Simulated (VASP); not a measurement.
Runs of VASP 6.6.1 on CuRu2. The structure is that of space group Fd-3m (No. 227), or close to it. The cells are those of the table. The cell was generated, and may not be a known phase.

| task | cell | k mesh | cutoff (eV) | gap on the mesh (eV) | pressure (GPa) | relaxed volume (Å³/atom) |
| --- | --- | --- | --- | --- | --- | --- |
| relaxation of cell and atoms | relaxed from a = 4.839 Å, angles 60.0°, 6 atoms | 4 × 4 × 4 | 600 | none | -0.3 | (a) |
| single point | a = 4.839 Å, angles 60.0°, 6 atoms | 4 × 4 × 4 | 520 | none | 27.4 | - |
| single point | a = 5.020 Å, angles 60.0°, 6 atoms | 10 × 10 × 10 | 520 | none | 0.1 | - |
| relaxation of cell and atoms | relaxed from a = 5.014 Å, angles 60.0°, 6 atoms | 10 × 10 × 10 | 600 | none | 0.0 | 14.92 |
| single point | a = 5.014 Å, angles 60.0°, 6 atoms | 4 × 4 × 4 | 520 | none | (b) | - |

Alike in all rows: level PBE; potentials or basis VASP PAW PBE potentials, release 64 (Cu, Ru_pv); no spin polarisation; smearing gaussian 0.1 eV.

Q: Fill in the values left out.

A: (a) 14.89; (b) 0.3.

Caveats: some runs use coarse meshes.

A k mesh can miss the band edges, and the runs leave out spin-orbit coupling on Ru.

A gap of «none» marks levels without a gap at the run's occupations.
